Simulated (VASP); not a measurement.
**Be: electric field gradients with PBEsol**

The system is Be.

```
Be
1.0
    -1.24471    1.24471    1.24471
     1.24471   -1.24471    1.24471
     1.24471    1.24471   -1.24471
Be
1
Cartesian
  0.0000 0.0000 0.0000
```

This cell differs from its parent crystal: volume scaled by 0.98.

```yaml
Program: VASP 6.6.1
Task: electric field gradients
Functional: PBEsol
Potentials_or_basis: VASP PAW PBE potentials, release 64 (Be)
Cutoff: 520 eV
k_mesh: 23 × 23 × 23
Occupations: fermi-dirac, width 0.03 eV
Spin: no spin polarisation
Dipole_correction: no
Further_INCAR_settings: ALGO = Normal; EDIFF = 1e-08; NBANDS = 7
```

The pressure is 0.9 GPa and the band gap on the k mesh is zero (band 1 reaches 11.67 eV, above the bottom of band 2 at 6.74 eV).

Levels at points of the mesh, in eV from the Fermi level:
```
           k point  band 1  band 2  band 3  band 4  band 5  band 6
(0.00, 0.00, 0.00)  -12.38   19.64   19.64   19.64   31.08   31.08
```

It took 36 s on 1 thread of AMD EPYC 7R13, on a shared host, peak memory 0.09 GiB.

Caveat: without QUAD_EFG the Cq values of the log hold for a quadrupole moment of 1 mb, not for the nuclei; the PAW data sets were made with another functional, which shifts forces and pressure a little.
